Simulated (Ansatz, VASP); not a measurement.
## One calculation of Ce, two programs

File INCAR:

```
PREC     = Accurate       # precision mode
ENCUT    = 520            # plane-wave cutoff, eV
EDIFF    = 1E-8           # SCF threshold, eV
ISMEAR   = -1             # smearing method
SIGMA    = 0.05           # smearing width, eV
LREAL    = False          # projectors in reciprocal space
LASPH    = True           # aspherical terms in the spheres
NELM     = 100            # most SCF steps
ALGO     = Normal         # electronic algorithm
ISIF     = 2              # what is computed and relaxed
LWAVE    = False          # write WAVECAR
LCHARG   = False          # write CHGCAR
GGA      = CA             # functional
LEFG     = True         
NBANDS   = 19             # bands
```

KPOINTS

```
Automatic mesh
0
Gamma
  15 15 7
```

Contents of POSCAR:

```
Ce
1.0
    3.0994752054      0.0000000000      0.0000000000
   -1.5497376027      2.6842242663      0.0000000000
    0.0000000000      0.0000000000      5.7474207930
Ce
2
Direct
    0.3333333333      0.6666666667      0.2500000000
    0.6666666667      0.3333333333      0.7500000000
```

Input for Ansatz:

```yaml
crystal:
  lattice:
    - [3.0994752054, 0.0, 0.0]
    - [-1.5497376027, 2.6842242663, 0.0]
    - [0.0, 0.0, 5.747420793]
  atoms:
    - { symbol: Ce, position: [0.3333333333, 0.6666666667, 0.25] }
    - { symbol: Ce, position: [0.6666666667, 0.3333333333, 0.75] }
kpoints:
  mp_grid: { grid: [15, 15, 7] }
scf:
  occupations: { method: fermi_dirac, width: 0.05 }
hamiltonian:
  xc: lda
  pseudopotentials: { kind: paw }
output:
  forces: true
  stress: true
  eigenvalues: true
  efg: { contact_densities: true }
```

Change from the starting cell: volume scaled by 0.9405, PAW files.

Alike in both runs: task electric field gradients; functional LDA; k mesh 15 × 15 × 7; occupations fermi-dirac, width 0.05 eV; no spin polarisation.

```csv
,VASP,Ansatz
version,VASP 6.6.1,Ansatz 0.2.0
potentials or method,"VASP PAW LDA potentials, release 64 (Ce)","PAW with Ansatz's default frozen-core files, scalar-relativistic"
plane-wave cutoff (eV),520,420
valence electrons in the cell,24,24
```

```tsv
	VASP	Ansatz	Ansatz less VASP
pressure (GPa)	-3.2	-2.7	+0.56
traceless stress, the component that is largest in VASP (GPa)	0.15	0.07	-0.082
size of Vzz on the site where it differs most (V/Å²)	126.1	110.2	-15.87
```

LDA's correlation is that of Perdew and Zunger in VASP and of Perdew and Wang (1992) in Ansatz.

Spin-orbit coupling is off throughout.
